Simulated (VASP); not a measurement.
Input of a VASP 6.6.1 run:

File INCAR:

```
SYSTEM = Ba
PREC = Accurate
ENCUT = 520
EDIFF = 1E-6
ISMEAR = 0
SIGMA = 0.15
LREAL = .FALSE.
LASPH = .TRUE.
NELM = 80
ALGO = Fast
ISIF = 2
LWAVE = .FALSE.
LCHARG = .FALSE.
NBANDS = 11
```

The input KPOINTS:

```
Automatic mesh
0
G
  14 14 14
  0 0 0
```

The input POSCAR:

```
Ba
1.0
   -2.3000000000      2.3000000000      2.5000000000
    2.3000000000     -2.3000000000      2.5000000000
    2.3000000000      2.3000000000     -2.5000000000
Ba
1
Direct
    0.0000000000      0.0000000000      0.0000000000
```

Potentials or basis: VASP PAW LDA potentials, release 64 (Ba_sv).

Run with:

```sh
$ cat potpaw_LDA.64/Ba_sv/POTCAR > POTCAR
$ mpirun -np 1 vasp_std > vasp.out
```

(1) Predict the band gap on the k mesh.

(2) Estimate the pressure.

## Answers

(1) zero (bands 5 and 6 overlap by 1.22 eV).

(2) 0.3 GPa.

Caveat: the cell differs from its parent crystal (strain -0.080 along x and y, +0.000 along z); spin-orbit coupling is left out, which moves the levels of the heavy elements.
